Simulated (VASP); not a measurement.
# Te2Mo (P6_3/mmc) in VASP: further runs

Te2Mo is run at these levels: LDA, PBEsol; tasks: electric field gradients.

Program: VASP 6.6.1. These are calculated values, not measurements. Logs are shortened: lines on timing, memory, paths and dates and some standing lists are left out, and cuts for length are marked.

**1. The cell of the first run**

The structure is hexagonal, space group P6_3/mmc (No. 194). Conventional cell: a = 3.518 Å, b = 3.518 Å, c = 13.974 Å, α = 90.00°, β = 90.00°, γ = 120.00°. Within 3.7 Å of Te (site symmetry 3m) lie 3 Mo at 2.72 Å and 7 Te at 3.52 to 3.63 Å. Within 3.6 Å of Mo (site symmetry -6m2) lie 6 Te at 2.72 Å and 6 Mo at 3.52 Å.

**2. Electric field gradients, LDA**

The input, INCAR:

```
ALGO = Normal ; EDIFF = 1E-8
ENCUT = 520 ; GGA = CA
ISIF = 2 ; ISMEAR = -1
LASPH = T ; LCHARG = F
LEFG = T ; LREAL = F
LWAVE = F ; NBANDS = 35
NELM = 100 ; PREC = Accurate
SIGMA = 0.02
```

The input, KPOINTS:

```
k-points
0
Gamma
  14 14 3
```

The input, POSCAR:

```
Te2Mo
1.0
    3.5182000000      0.0000000000      0.0000000000
   -1.7591000000      3.0468505756      0.0000000000
    0.0000000000      0.0000000000     13.9736000000
Te Mo
4 2
Direct
    0.3333333333      0.6666666667      0.6200857651
    0.6666666667      0.3333333333      0.1200857651
    0.3333333333      0.6666666667      0.8799142349
    0.6666666667      0.3333333333      0.3799142349
    0.3333333333      0.6666666667      0.2500000000
    0.6666666667      0.3333333333      0.7500000000
```

Potentials or basis: VASP PAW LDA potentials, release 64 (Te, Mo_sv).

The run is started by

```console
cat potpaw_LDA.64/Te/POTCAR potpaw_LDA.64/Mo_sv/POTCAR > POTCAR
mpirun -np 1 vasp_std > vasp.out
```

OUTCAR:

```text
EDIFF = 1E-8
   ENCUT = 520
   GGA = CA
   ISIF = 2
   ISMEAR = -1
   LASPH = T
   LREAL = F
   NELM = 100
   PREC = Accurate

 ion  position               nearest neighbor table
   1  0.333  0.667  0.620-   6 2.72   6 2.72   6 2.72   3 3.63
   2  0.667  0.333  0.120-   5 2.72   5 2.72   5 2.72   4 3.63
   3  0.333  0.667  0.880-   6 2.72   6 2.72   6 2.72   1 3.63
   4  0.667  0.333  0.380-   5 2.72   5 2.72   5 2.72   2 3.63
   5  0.333  0.667  0.250-   2 2.72   4 2.72   2 2.72   4 2.72   2 2.72   4 2.72
   6  0.667  0.333  0.750-   1 2.72   3 2.72   1 2.72   3 2.72   1 2.72   3 2.72

  LATTYP: Found a hexagonal cell.
 ALAT       =     3.5182000000
 C/A-ratio  =     3.9718037633

  Lattice vectors:

 A1 = (   3.5182000000,   0.0000000000,   0.0000000000)
 A2 = (  -1.7591000000,   3.0468505756,   0.0000000000)
 A3 = (   0.0000000000,   0.0000000000,  13.9736000000)

Analysis of symmetry for initial positions (statically):
=====================================================================
 Subroutine PRICEL returns:
 Original cell was already a primitive cell.

 Routine SETGRP: Setting up the symmetry group for a
 hexagonal supercell.

 Subroutine GETGRP returns: Found 24 space group operations
 (whereof 12 operations were pure point group operations)
 out of a pool of 24 trial point group operations.

The static configuration has the point symmetry D_3d.
 The point group associated with its full space group is D_6h.

Analysis of symmetry for dynamics (positions and initial velocities):
=====================================================================
 Subroutine PRICEL returns:
 Original cell was already a primitive cell.

 Routine SETGRP: Setting up the symmetry group for a
 hexagonal supercell.

 Subroutine GETGRP returns: Found 24 space group operations
 (whereof 12 operations were pure point group operations)
 out of a pool of 24 trial point group operations.

The dynamic configuration has the point symmetry D_3d.
 The point group associated with its full space group is D_6h.

 Subroutine INISYM returns: Found 24 space group operations
 (whereof 12 operations are pure point group operations),
 and found     1 'primitive' translations

----------------------------------------------------------------------------------------

                                     Primitive cell

  volume of cell :     149.7890

  direct lattice vectors                    reciprocal lattice vectors
     3.518200000  0.000000000  0.000000000     0.284236257  0.164103880  0.000000000
    -1.759100000  3.046850576  0.000000000     0.000000000  0.328207759  0.000000000
     0.000000000  0.000000000 13.973600000     0.000000000  0.000000000  0.071563520

  length of vectors
     3.518200000  3.518200000 13.973600000     0.328207759  0.328207759  0.071563520

  position of ions in fractional coordinates (direct lattice)
     0.333333333  0.666666667  0.620085765
     0.666666667  0.333333333  0.120085765
     0.333333333  0.666666667  0.879914235
     0.666666667  0.333333333  0.379914235
     0.333333333  0.666666667  0.250000000
     0.666666667  0.333333333  0.750000000

  ion indices of the primitive-cell ions
   primitive index   ion index
                 1           1
                 2           2
                 3           3
                 4           4
                 5           5
                 6           6

----------------------------------------------------------------------------------------

 KPOINTS: k-points

[... 56 lines left out ...]
   NGXF,Y,Z  is equivalent  to a cutoff of  26.46, 26.46, 25.70 a.u.
 SYSTEM =  unknown system
   PREC   = accura    normal or accurate (medium, high low for compatibility)
   ISTART =      0    job   : 0-new  1-cont  2-samecut
   ICHARG =      2    charge: 1-file 2-atom 10-const
   ISPIN  =      1    spin polarized calculation?
   LNONCOLLINEAR =      F non collinear calculations
   LSORBIT =      F    spin-orbit coupling
   LASPH  =      T    aspherical Exc in radial PAW
   ENCUT  =  520.0 eV  38.22 Ry    6.18 a.u.   6.54  6.54 25.98*2*pi/ulx,y,z
   NELM   =    100;   NELMIN=  2; NELMDL= -5     # of ELM steps
   EDIFF  = 0.1E-07   stopping-criterion for ELM
   LREAL  =      F    real-space projection
   EDIFFG = 0.1E-06   stopping-criterion for IOM
   NSW    =      0    number of steps for IOM
   IBRION =     -1    ionic relax: 0-MD 1-quasi-New 2-CG
   NFREE  =      0    steps in history (QN), initial steepest desc. (CG)
   ISIF   =      2    stress and relaxation
   ISYM   =      2    0-nonsym 1-usesym 2-fastsym
   POTIM  = 0.5000    time-step for ionic-motion
   TEBEG  =    0.0;   TEEND  =   0.0 temperature during run
   PSTRESS=    0.0 pullay stress
   NELECT =      52.0000    total number of electrons
   NUPDOWN=      -1.0000    fix difference up-down
   EMIN   =  10.00;   EMAX   =-10.00  energy-range for DOS
   EFERMI =   0.00;   METHOD = LEGACY
   ISMEAR =    -1;   SIGMA  =   0.02  broadening in eV -4-tet -1-fermi 0-gaus
   EFERMI_NEDOS =   21; number of points for ismear=-14 and -15
   IALGO  =     38    algorithm
   IMIX   =      4    mixing-type and parameters
     AMIX     =   0.40;   BMIX     =  1.00
     AMIX_MAG =   1.60;   BMIX_MAG =  1.00
  volume/ion in A,a.u.               =      24.96       168.47
  Fermi-wavevector in a.u.,A,eV,Ry     =   1.150578  2.174277 18.011787  1.323829
  Thomas-Fermi vector in A             =   2.287241
   LORBIT       =      0    0 simple, 1 ext, 2 COOP (PROOUT), +10 PAW based schemes
   GGA     = CA    functional components
   LHFCALC =     F    Hartree Fock is set to
   AEXX    =    0.0000 exact exchange contribution
   IVDW    =     0    specifies the selected vdW correction
   LEPSILON=     F    determine dielectric tensor
   LRPA    =     F    only Hartree local field effects (RPA)
 non-spin polarized calculation
  energy-cutoff  :      520.00
  volume of cell :      149.79
 maximum number of plane-waves:      4095
 NGX is ok and might be reduce to    28
   NGX = 13   NGY = 13   NGZ = 51

 number of electron      51.9999996 magnetization

 Free energy of the ion-electron system (eV)
  ---------------------------------------------------
  ext. energy  EPLUGINS =         0.00000000
  ---------------------------------------------------
  free energy    TOTEN  =       -41.20831103 eV

  energy without entropy =      -41.20831103  energy(sigma->0) =      -41.20831103

 E-fermi :   8.3396     XC(G=0): -10.6629

 val. band max:        8.0029600492   @ k =   0.0000   0.0000   0.0000
 cond. band min:       8.7055946006   @ k =   0.2143   0.2143   0.0000
 fundamental gap:      0.7026345514
 Fermi energy:         8.3395932109

 k-point     1 :       0.0000    0.0000    0.0000
  band No.  band energies     occupation
      1     -52.4659      2.00000
      2     -52.4659      2.00000
      3     -26.8221      2.00000
      4     -26.8221      2.00000
      5     -26.6814      2.00000
      6     -26.6814      2.00000
[... 901 lines left out ...]
     34      12.0074      0.00000
     35      12.2989      0.00000

 [... further k-points ...]

------------------------ aborting loop because EDIFF is reached ----------------------------------------

  FORCE on cell =-STRESS in cart. coord.  units (eV):
  Direction    XX          YY          ZZ          XY          YZ          ZX
  --------------------------------------------------------------------------------------
  -------------------------------------------------------------------------------------
  Total       -3.0916138     -3.0916138     -3.6420625      0.0000000     -0.0000000      0.0000000
  in kB      -33.0686014    -33.0686014    -38.9563261      0.0000000     -0.0000000      0.0000000
  external PRESSURE =     -35.0311763 kB  Pullay stress =       0.0000000 kB

 VOLUME and BASIS-vectors are now :
 -----------------------------------------------------------------------------
  energy-cutoff  :      520.00
  volume of cell :      149.79
      direct lattice vectors                 reciprocal lattice vectors
     3.518200000  0.000000000  0.000000000     0.284236257  0.164103880  0.000000000
    -1.759100000  3.046850576  0.000000000     0.000000000  0.328207759  0.000000000
     0.000000000  0.000000000 13.973600000     0.000000000  0.000000000  0.071563520

 POSITION                                       TOTAL-FORCE (eV/Angst)
 -----------------------------------------------------------------------------------
     -0.00000      2.03123      8.66483         0.000000      0.000000      0.412923
      1.75910      1.01562      1.67803         0.000000      0.000000      0.412923
     -0.00000      2.03123     12.29557         0.000000      0.000000     -0.412923
      1.75910      1.01562      5.30877         0.000000      0.000000     -0.412923
     -0.00000      2.03123      3.49340         0.000000     -0.000000      0.000000
      1.75910      1.01562     10.48020        -0.000000      0.000000      0.000000
 -----------------------------------------------------------------------------------
    total drift:                               -0.000000      0.000000     -0.000000

  FREE ENERGIE OF THE ION-ELECTRON SYSTEM (eV)
  ---------------------------------------------------
  free  energy   TOTEN  =       -41.2083110314 eV

  energy  without entropy=      -41.2083110311  energy(sigma->0) =      -41.20831103

 Electric field gradients (V/A^2)
---------------------------------------------------------------------
 ion       V_xx      V_yy      V_zz      V_xy      V_xz      V_yz
---------------------------------------------------------------------
   1      85.947    85.947  -171.895     0.000     0.000    -0.000
   2      85.947    85.947  -171.895     0.000    -0.000     0.000
   3      85.947    85.947  -171.895     0.000    -0.000     0.000
   4      85.947    85.947  -171.895     0.000     0.000    -0.000
   5      36.212    36.211   -72.423    -0.001     0.000    -0.000
   6      36.212    36.211   -72.423    -0.001    -0.000     0.000
---------------------------------------------------------------------

 Electric field gradients after diagonalization (V/A^2)
 (convention: |V_zz| > |V_xx| > |V_yy|)
----------------------------------------------------------------------
 ion       V_xx      V_yy      V_zz     asymmetry (V_yy - V_xx)/ V_zz
----------------------------------------------------------------------
   1      85.948    85.947  -171.895       0.000
   2      85.948    85.947  -171.895       0.000
   3      85.948    85.947  -171.895       0.000
   4      85.948    85.947  -171.895       0.000
   5      36.212    36.211   -72.423       0.000
   6      36.212    36.211   -72.423       0.000
----------------------------------------------------------------------

           NMR quadrupolar parameters

 Cq : quadrupolar parameter    Cq=e*Q*V_zz/h
 eta: asymmetry parameters     (V_yy - V_xx)/ V_zz
 Q  : nuclear electric quadrupole moment in mb (millibarn)
----------------------------------------------------------------------
 ion       Cq(MHz)       eta       Q (mb)
----------------------------------------------------------------------
   1      -0.416       0.000       1.000
   2      -0.416       0.000       1.000
   3      -0.416       0.000       1.000
   4      -0.416       0.000       1.000
   5      -0.175       0.000       1.000
   6      -0.175       0.000       1.000
----------------------------------------------------------------------
```

It took 3.8 min on 1 thread of Intel Xeon Platinum 8488C (Sapphire Rapids), shared host; peak memory 0.35 GiB.

Results:

```
Free energy                             : -41.2083 eV
Pressure                                : -3.5 GPa
Largest force                           : 0.413 eV/Å
Band gap on the k mesh                  : 0.70 eV (least direct gap 1.10 eV)
Largest electric field gradient by atom : Te -171.9; Mo -72.4 V/Å²
```

Forces on the atoms (eV/Å):
```
Te   0.000  0.000  0.413
Te   0.000  0.000  0.413
Te   0.000  0.000 -0.413
Te   0.000  0.000 -0.413
Mo   0.000  0.000  0.000
Mo   0.000  0.000  0.000
```

Levels at points of the mesh, in eV from the valence-band top:
```tsv
k point	band 22	band 23	band 24	band 25	band 26	band 27	band 28	band 29	band 30	band 31
(0.00, 0.00, 0.00)	-1.02	-0.98	-0.98	-0.29	0.00	2.88	2.88	3.02	3.02	3.09
(0.50, 0.00, 0.00)	-1.80	-0.99	-0.94	-0.58	-0.27	1.27	1.33	1.43	1.79	2.55
```

Electric field gradients, principal values (V/Å²):
```
atom   least  middle  greatest (by size)
1 Te  85.947  85.948            -171.895
2 Te  85.947  85.948            -171.895
3 Te  85.947  85.948            -171.895
4 Te  85.947  85.948            -171.895
5 Mo  36.211  36.212             -72.423
6 Mo  36.211  36.212             -72.423
```

Caveat: the cell stands under tension; without QUAD_EFG the Cq values of the log hold for a quadrupole moment of 1 mb, not for the nuclei; spin-orbit coupling is left out, which moves the levels of the heavy elements; an odd mesh through Γ misses points on the zone boundary, where band edges can lie.

**3. Electric field gradients, PBEsol**

The input, INCAR:

```
SYSTEM = Te2Mo
PREC = Accurate
ENCUT = 520
EDIFF = 1E-8
ISMEAR = -1
SIGMA = 0.02
LREAL = .False.
LASPH = .True.
NELM = 100
ALGO = Normal
ISIF = 2
LWAVE = .False.
LCHARG = .False.
GGA = PS
LEFG = .True.
NBANDS = 35
```

The input, KPOINTS:

```
Automatic mesh
0
Gamma
  14 14 3
  0 0 0
```

POSCAR is that of step 2.

Potentials or basis: VASP PAW PBE potentials, release 64 (Te, Mo_sv).

The run is started by

```console
cat potpaw_PBE.64/Te/POTCAR potpaw_PBE.64/Mo_sv/POTCAR > POTCAR
mpirun -np 1 vasp_std > vasp.out
```

OUTCAR:

```text
SYSTEM = Te2Mo
   PREC = Accurate
   ENCUT = 520
   EDIFF = 1E-8
   ISMEAR = -1
   LREAL = .False.
   LASPH = .True.
   NELM = 100
   ISIF = 2
   GGA = PS

 ion  position               nearest neighbor table
   1  0.333  0.667  0.620-   6 2.72   6 2.72   6 2.72   3 3.63
   2  0.667  0.333  0.120-   5 2.72   5 2.72   5 2.72   4 3.63
   3  0.333  0.667  0.880-   6 2.72   6 2.72   6 2.72   1 3.63
   4  0.667  0.333  0.380-   5 2.72   5 2.72   5 2.72   2 3.63
   5  0.333  0.667  0.250-   2 2.72   4 2.72   2 2.72   4 2.72   2 2.72   4 2.72
   6  0.667  0.333  0.750-   1 2.72   3 2.72   1 2.72   3 2.72   1 2.72   3 2.72

  LATTYP: Found a hexagonal cell.
[... 1156 lines left out ...]
   3      85.582    85.582  -171.164     0.000    -0.000     0.000
   4      85.582    85.582  -171.164     0.000     0.000    -0.000
   5      34.870    34.869   -69.738    -0.001     0.000    -0.000
   6      34.870    34.869   -69.738    -0.001    -0.000     0.000
---------------------------------------------------------------------

 Electric field gradients after diagonalization (V/A^2)
 (convention: |V_zz| > |V_xx| > |V_yy|)
----------------------------------------------------------------------
 ion       V_xx      V_yy      V_zz     asymmetry (V_yy - V_xx)/ V_zz
----------------------------------------------------------------------
   1      85.582    85.582  -171.164       0.000
   2      85.582    85.582  -171.164       0.000
   3      85.582    85.582  -171.164       0.000
   4      85.582    85.582  -171.164       0.000
   5      34.870    34.869   -69.738       0.000
   6      34.870    34.869   -69.738       0.000
----------------------------------------------------------------------

           NMR quadrupolar parameters

 Cq : quadrupolar parameter    Cq=e*Q*V_zz/h
 eta: asymmetry parameters     (V_yy - V_xx)/ V_zz
 Q  : nuclear electric quadrupole moment in mb (millibarn)
----------------------------------------------------------------------
 ion       Cq(MHz)       eta       Q (mb)
----------------------------------------------------------------------
   1      -0.414       0.000       1.000
   2      -0.414       0.000       1.000
   3      -0.414       0.000       1.000
   4      -0.414       0.000       1.000
   5      -0.169       0.000       1.000
   6      -0.169       0.000       1.000
----------------------------------------------------------------------
```

stdout:

```text
POSCAR found type information on POSCAR TeMo
 POSCAR found :  2 types and       6 ions
 scaLAPACK will be used
 -----------------------------------------------------------------------------
|                                                                             |
|                                                                             |
|     You enforced a specific xc type in the INCAR file but a different       |
|     I HOPE YOU KNOW WHAT YOU ARE DOING!                                     |
|                                                                             |
 -----------------------------------------------------------------------------

 LDA part: xc-table for (Slater+PW92), standard interpolation
 POSCAR, INCAR and KPOINTS ok, starting setup
 FFT: planning ... GRIDC
 FFT: planning ... GRID_SOFT
 FFT: planning ... GRID
 WAVECAR not read
 entering main loop
ion   1

ion   2

ion   3

ion   4

ion   5

ion   6
```

Wall time 3.5 min (1 thread of Intel Xeon Platinum 8488C (Sapphire Rapids), shared host); peak memory 0.4 GiB.

What came out:

```yaml
Free_energy: -39.3815 eV
Pressure: -1.7 GPa
Largest_force: 0.237 eV/Å
Band_gap_on_the_k_mesh: 0.71 eV (least direct gap 1.10 eV)
Largest_electric_field_gradient_by_atom: Te -171.2; Mo -69.7 V/Å²
```

Forces in eV/Å, atoms in the order of the input:
```
Te   0.000  0.000  0.237
Te   0.000  0.000  0.237
Te   0.000  0.000 -0.237
Te   0.000  0.000 -0.237
Mo   0.000  0.000  0.000
Mo   0.000  0.000  0.000
```

Electric field gradients, principal values (V/Å²):
```csv
atom,least,middle,greatest (by size)
1 Te,85.582,85.582,-171.164
2 Te,85.582,85.582,-171.164
3 Te,85.582,85.582,-171.164
4 Te,85.582,85.582,-171.164
5 Mo,34.869,34.870,-69.738
6 Mo,34.869,34.870,-69.738
```

Caveat: without QUAD_EFG the Cq values of the log hold for a quadrupole moment of 1 mb, not for the nuclei; the PAW data sets were made with another functional, which shifts forces and pressure a little; spin-orbit coupling is left out, which moves the levels of the heavy elements; an odd mesh through Γ misses points on the zone boundary, where band edges can lie; this functional lacks dispersion, which binds the layers, so the pressure and a relaxed spacing across them are unreliable.
